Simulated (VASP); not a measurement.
# Si16Ge (a cell with a defect) in VASP: single point with PBEsol

Aim: the single point of Si16Ge (a cell with a defect) with PBEsol.

Program: VASP 6.6.1. These are calculated values, not measurements. Logs are shortened: lines on timing, memory, paths and dates and some standing lists are left out, and cuts for length are marked.

## 1. The cell of the first run

The cell holds a defect, 17 atoms: a = 7.679 Å, b = 7.679 Å, c = 7.679 Å, α = 60.00°, β = 60.00°, γ = 60.00°.

## 2. Single point, PBEsol

INCAR reads:

```
  PREC = Accurate
  ENCUT = 520
  EDIFF = 1E-6
  ISMEAR = 0
  SIGMA = 0.05
  LREAL = Auto
  LASPH = T
  NELM = 80
  ALGO = Normal
  ISIF = 2
  LWAVE = F
  LCHARG = T
  GGA = PS
  LELF = T
  LVHAR = T
  NBANDS = 53
```

KPOINTS reads:

```
Automatic mesh
0
Gamma
  2 2 2
```

POSCAR reads:

```
Si16Ge
1.0
    0.0000000000      5.4300000000      5.4300000000
    5.4300000000      0.0000000000      5.4300000000
    5.4300000000      5.4300000000      0.0000000000
Si Ge
16 1
Direct
   -0.0261573665     -0.0264667587     -0.0255094843
    0.1007265193      0.1004263352      0.1013515654
    0.0117061694      0.0114026703      0.4651433702
    0.1272035912      0.1268930939      0.6063846225
    0.0117005525      0.4642132597      0.0123368324
    0.1272036832      0.6054292818      0.1278519337
    0.0190435543      0.4972883057      0.4982468692
    0.1602553407      0.6128043278      0.6137457643
    0.4645145488      0.0113968692      0.0123399632
    0.6057382136      0.1268934622      0.1278522099
    0.4975988029      0.0187337937      0.4982472376
    0.6131061694      0.1599544199      0.6137444751
    0.4975986188      0.4972883057      0.0196895948
    0.6131142726      0.6128078269      0.1608844383
    0.5240602210      0.5237607735      0.5246860037
    0.6509319521      0.6506214549      0.6515794659
    0.8124279926      0.8121335175      0.8130419890
```

Potentials or basis: VASP PAW PBE potentials, release 64 (Si, Ge_d).

Command:

```console
$ cat potpaw_PBE.64/Si/POTCAR potpaw_PBE.64/Ge_d/POTCAR > POTCAR
$ mpirun -np 1 vasp_std > vasp.out
```

OUTCAR:

```text
PREC = Accurate
   ENCUT = 520
   EDIFF = 1E-6
   ISMEAR = 0
   LREAL = Auto
   LASPH = T
   NELM = 80
   ISIF = 2
   GGA = PS

 ion  position               nearest neighbor table
   1  0.974  0.974  0.974-   6 2.34  10 2.34   4 2.34   2 2.39
   2  0.101  0.100  0.101-   5 2.32   9 2.32   3 2.32   1 2.39
   3  0.012  0.011  0.465-   2 2.32   4 2.34  17 2.45   8 2.51  12 2.51
   4  0.127  0.127  0.606-   7 2.33  11 2.33   3 2.34   1 2.34
   5  0.012  0.464  0.012-   2 2.32   6 2.34  17 2.45  14 2.51   8 2.51
   6  0.127  0.605  0.128-  13 2.33   7 2.33   5 2.34   1 2.34
   7  0.019  0.497  0.498-   6 2.33   4 2.33   8 2.34  16 2.34
   8  0.160  0.613  0.614-  15 2.32   7 2.34  17 2.45   5 2.51   3 2.51
   9  0.465  0.011  0.012-   2 2.32  10 2.34  17 2.45  14 2.51  12 2.51
  10  0.606  0.127  0.128-  13 2.33  11 2.33   9 2.34   1 2.34
  11  0.498  0.019  0.498-  10 2.33   4 2.33  12 2.34  16 2.34
  12  0.613  0.160  0.614-  15 2.32  11 2.34  17 2.45   9 2.51   3 2.51
  13  0.498  0.497  0.020-   6 2.33  10 2.33  14 2.34  16 2.34
  14  0.613  0.613  0.161-  15 2.32  13 2.34  17 2.45   5 2.51   9 2.51
  15  0.524  0.524  0.525-  14 2.32   8 2.32  12 2.32  16 2.39
  16  0.651  0.651  0.652-  13 2.34   7 2.34  11 2.34  15 2.39
  17  0.812  0.812  0.813-  12 2.45   8 2.45   3 2.45  14 2.45   9 2.45   5 2.45

  LATTYP: Found a face centered cubic cell.
 ALAT       =    10.8600000000

  Lattice vectors:

 A1 = (   0.0000000000,   5.4300000000,   5.4300000000)
 A2 = (   5.4300000000,   0.0000000000,   5.4300000000)
 A3 = (   5.4300000000,   5.4300000000,   0.0000000000)

Analysis of symmetry for initial positions (statically):
=====================================================================
 Subroutine PRICEL returns:
 Original cell was already a primitive cell.

 Routine SETGRP: Setting up the symmetry group for a
 face centered cubic supercell.

 Subroutine GETGRP returns: Found  1 space group operations
 (whereof  1 operations were pure point group operations)
 out of a pool of 48 trial point group operations.

The static configuration has the point symmetry C_1 .

Analysis of symmetry for dynamics (positions and initial velocities):
=====================================================================
 Subroutine PRICEL returns:
 Original cell was already a primitive cell.

 Routine SETGRP: Setting up the symmetry group for a
 face centered cubic supercell.

 Subroutine GETGRP returns: Found  1 space group operations
 (whereof  1 operations were pure point group operations)
 out of a pool of 48 trial point group operations.

The dynamic configuration has the point symmetry C_1 .

 Subroutine INISYM returns: Found  1 space group operations
 (whereof  1 operations are pure point group operations),
 and found     1 'primitive' translations

----------------------------------------------------------------------------------------

                                     Primitive cell

  volume of cell :     320.2060

  direct lattice vectors                    reciprocal lattice vectors
     0.000000000  5.430000000  5.430000000    -0.092081031  0.092081031  0.092081031
     5.430000000  0.000000000  5.430000000     0.092081031 -0.092081031  0.092081031
     5.430000000  5.430000000  0.000000000     0.092081031  0.092081031 -0.092081031

  length of vectors
     7.679179644  7.679179644  7.679179644     0.159489025  0.159489025  0.159489025

  position of ions in fractional coordinates (direct lattice)
     0.973842633  0.973533241  0.974490516
     0.100726519  0.100426335  0.101351565
     0.011706169  0.011402670  0.465143370
     0.127203591  0.126893094  0.606384623
     0.011700553  0.464213260  0.012336832
     0.127203683  0.605429282  0.127851934
[... 9 lines left out ...]
     0.650931952  0.650621455  0.651579466
     0.812427993  0.812133518  0.813041989

  ion indices of the primitive-cell ions
   primitive index   ion index
                 1           1
                 2           2
                 3           3
                 4           4
                 5           5
                 6           6
[... 9 lines left out ...]
                16          16
                17          17

----------------------------------------------------------------------------------------

 KPOINTS: Automatic mesh

Automatic generation of k-mesh.
 Grid dimensions read from file:
 generate k-points for:    2    2    2

 Generating k-lattice:

  Cartesian coordinates                     Fractional coordinates (reciprocal lattice)
    -0.046040516  0.046040516  0.046040516     0.500000000  0.000000000  0.000000000
     0.046040516 -0.046040516  0.046040516     0.000000000  0.500000000  0.000000000
     0.046040516  0.046040516 -0.046040516     0.000000000  0.000000000  0.500000000

  Length of vectors
     0.079744512  0.079744512  0.079744512

  Shift w.r.t. Gamma in fractional coordinates (k-lattice)
     0.000000000  0.000000000  0.000000000

 Subroutine IBZKPT returns following result:
 ===========================================

 Found      8 irreducible k-points:

 Following reciprocal coordinates:
            Coordinates               Weight
  0.000000  0.000000  0.000000      1.000000
  0.500000  0.000000  0.000000      1.000000
  0.000000  0.500000  0.000000      1.000000
  0.000000  0.000000  0.500000      1.000000
  0.500000  0.500000  0.500000      1.000000
  0.500000  0.500000  0.000000      1.000000
  0.000000  0.500000  0.500000      1.000000
  0.500000  0.000000  0.500000      1.000000
   k-points           NKPTS =      8   k-points in BZ     NKDIM =      8   number of bands    NBANDS=     53
   number of dos      NEDOS =    301   number of ions     NIONS =     17
   total plane-waves  NPLWV = 216000
   dimension x,y,z NGX =    60 NGY =   60 NGZ =   60
   dimension x,y,z NGXF=   120 NGYF=  120 NGZF=  120
   ions per type =              16   1
   NGX,Y,Z   is equivalent  to a cutoff of  12.99, 12.99, 12.99 a.u.
   NGXF,Y,Z  is equivalent  to a cutoff of  25.98, 25.98, 25.98 a.u.
 SYSTEM =  unknown system
   PREC   = accura    normal or accurate (medium, high low for compatibility)
   ISTART =      0    job   : 0-new  1-cont  2-samecut
   ICHARG =      2    charge: 1-file 2-atom 10-const
   ISPIN  =      1    spin polarized calculation?
   LNONCOLLINEAR =      F non collinear calculations
   LSORBIT =      F    spin-orbit coupling
   LASPH  =      T    aspherical Exc in radial PAW
   ENCUT  =  520.0 eV  38.22 Ry    6.18 a.u.  14.28 14.28 14.28*2*pi/ulx,y,z
   NELM   =     80;   NELMIN=  2; NELMDL= -5     # of ELM steps
   EDIFF  = 0.1E-05   stopping-criterion for ELM
   LREAL  =      T    real-space projection
   EDIFFG = 0.1E-04   stopping-criterion for IOM
   NSW    =      0    number of steps for IOM
   IBRION =     -1    ionic relax: 0-MD 1-quasi-New 2-CG
   NFREE  =      0    steps in history (QN), initial steepest desc. (CG)
   ISIF   =      2    stress and relaxation
   ISYM   =      2    0-nonsym 1-usesym 2-fastsym
   POTIM  = 0.5000    time-step for ionic-motion
   TEBEG  =    0.0;   TEEND  =   0.0 temperature during run
   PSTRESS=    0.0 pullay stress
   NELECT =      78.0000    total number of electrons
   NUPDOWN=      -1.0000    fix difference up-down
   EMIN   =  10.00;   EMAX   =-10.00  energy-range for DOS
   EFERMI =   0.00;   METHOD = LEGACY
   ISMEAR =     0;   SIGMA  =   0.05  broadening in eV -4-tet -1-fermi 0-gaus
   EFERMI_NEDOS =   21; number of points for ismear=-14 and -15
   IALGO  =     38    algorithm
   IMIX   =      4    mixing-type and parameters
     AMIX     =   0.40;   BMIX     =  1.00
     AMIX_MAG =   1.60;   BMIX_MAG =  1.00
  volume/ion in A,a.u.               =      18.84       127.11
  Fermi-wavevector in a.u.,A,eV,Ry     =   1.022421  1.932096 14.222785  1.045345
  Thomas-Fermi vector in A             =   2.156100
   LORBIT       =      0    0 simple, 1 ext, 2 COOP (PROOUT), +10 PAW based schemes
   GGA     = PS    functional components
   LHFCALC =     F    Hartree Fock is set to
   AEXX    =    0.0000 exact exchange contribution
   IVDW    =     0    specifies the selected vdW correction
   LEPSILON=     F    determine dielectric tensor
   LRPA    =     F    only Hartree local field effects (RPA)
 non-spin polarized calculation
 Gauss-broadening in eV      SIGMA  =   0.05
  energy-cutoff  :      520.00
  volume of cell :      320.21
 maximum number of plane-waves:      8646
 NGX is ok and might be reduce to    60
   NGX = 29   NGY = 29   NGZ = 29

 number of electron      77.9999999 magnetization

 Free energy of the ion-electron system (eV)
  ---------------------------------------------------
  ext. energy  EPLUGINS =         0.00000000
  ---------------------------------------------------
  free energy    TOTEN  =       -92.47271882 eV

  energy without entropy =      -92.47172719  energy(sigma->0) =      -92.47222300

 E-fermi :   6.5001     XC(G=0):  -9.9080

 val. band max:        6.4124097349   @ k =   0.5000   0.5000   0.5000
 cond. band min:       6.5821880780   @ k =   0.0000   0.0000   0.0000
 fundamental gap:      0.1697783432
 Fermi energy:         6.5000956996

 k-point     1 :       0.0000    0.0000    0.0000
  band No.  band energies     occupation
      1     -17.9330      2.00000
      2     -17.9330      2.00000
      3     -17.8045      2.00000
      4     -17.8045      2.00000
      5     -17.8003      2.00000
      6      -6.4232      2.00000
[... 43 lines left out ...]
     50       8.4947      0.00000
     51       8.7503      0.00000

 k-point     2 :       0.5000    0.0000    0.0000
  band No.  band energies     occupation
      1     -17.9330      2.00000
      2     -17.9330      2.00000
      3     -17.8045      2.00000
      4     -17.8045      2.00000
      5     -17.8003      2.00000
      6      -6.0055      2.00000
[... 316 lines left out ...]
 k-point     8 :       0.5000    0.0000    0.5000
  band No.  band energies     occupation
      1     -17.9330      2.00000
      2     -17.9330      2.00000
      3     -17.8045      2.00000
      4     -17.8045      2.00000
      5     -17.8003      2.00000
      6      -5.8983      2.00000
[... 43 lines left out ...]
     50      10.2467      0.00000
     51      10.3357      0.00000
 [bands above 51 left out]

------------------------ aborting loop because EDIFF is reached ----------------------------------------

  FORCE on cell =-STRESS in cart. coord.  units (eV):
  Direction    XX          YY          ZZ          XY          YZ          ZX
  --------------------------------------------------------------------------------------
  -------------------------------------------------------------------------------------
  Total        6.5633977      6.5619935      6.5615006     -1.1780170     -1.1759480     -1.1762661
  in kB       32.8405046     32.8334784     32.8310120     -5.8943057     -5.8839532     -5.8855448
  external PRESSURE =      32.8349984 kB  Pullay stress =       0.0000000 kB

 VOLUME and BASIS-vectors are now :
 -----------------------------------------------------------------------------
  energy-cutoff  :      520.00
  volume of cell :      320.21
      direct lattice vectors                 reciprocal lattice vectors
     0.000000000  5.430000000  5.430000000    -0.092081031  0.092081031  0.092081031
     5.430000000  0.000000000  5.430000000     0.092081031 -0.092081031  0.092081031
     5.430000000  5.430000000  0.000000000     0.092081031  0.092081031 -0.092081031

 POSITION                                       TOTAL-FORCE (eV/Angst)
 -----------------------------------------------------------------------------------
     10.57777     10.57945     10.57425        -0.005841     -0.005821     -0.005495
      1.09565      1.09728      1.09226        -0.003972     -0.003903     -0.003818
      2.58764      2.58929      0.12548         0.003887      0.003893     -0.007580
      3.98170      3.98338      1.37975        -0.002657     -0.002182      0.007813
      2.58767      0.13052      2.58421         0.005222     -0.009456      0.005447
      3.98172      1.38495      3.97820        -0.002575      0.008342     -0.002963
[... 9 lines left out ...]
      7.07095      7.07264      7.06744         0.004561      0.004439      0.005906
      8.82470      8.82630      8.82137        -0.000074      0.000168     -0.000921
 -----------------------------------------------------------------------------------
    total drift:                                0.002076      0.004467      0.000452

  FREE ENERGIE OF THE ION-ELECTRON SYSTEM (eV)
  ---------------------------------------------------
  free  energy   TOTEN  =       -92.4727188166 eV

  energy  without entropy=      -92.4717271876  energy(sigma->0) =      -92.47222300
```

Run time: 84 s. Hardware: 1 thread of Intel Xeon 6975P-C (Granite Rapids), shared host; peak memory 0.49 GiB.

Results:

- Free energy: -92.4727 eV
- Pressure: 3.3 GPa
- Largest force: 0.012 eV/Å
- Band gap on the k mesh: 0.17 eV

Forces on the atoms (eV/Å):
```
Si  -0.006 -0.006 -0.005
Si  -0.004 -0.004 -0.004
Si   0.004  0.004 -0.008
Si  -0.003 -0.002  0.008
Si   0.005 -0.009  0.005
Si  -0.003  0.008 -0.003
Si  -0.007  0.002  0.002
Si   0.009 -0.004 -0.005
Si  -0.009  0.005  0.005
Si   0.009 -0.002 -0.003
Si   0.002 -0.006  0.002
Si  -0.003  0.008 -0.005
Si   0.002  0.004 -0.007
Si  -0.006 -0.005  0.008
Si   0.004  0.004  0.004
Si   0.005  0.004  0.006
Ge   0.000  0.000 -0.001
```

Stress tensor (GPa, compression positive):
```
 3.28 -0.59 -0.59
-0.59  3.28 -0.59
-0.59 -0.59  3.28
```

Caveat: the k points lie up to 0.50 Å⁻¹ apart; the PAW data sets were made with another functional, which shifts forces and pressure a little.
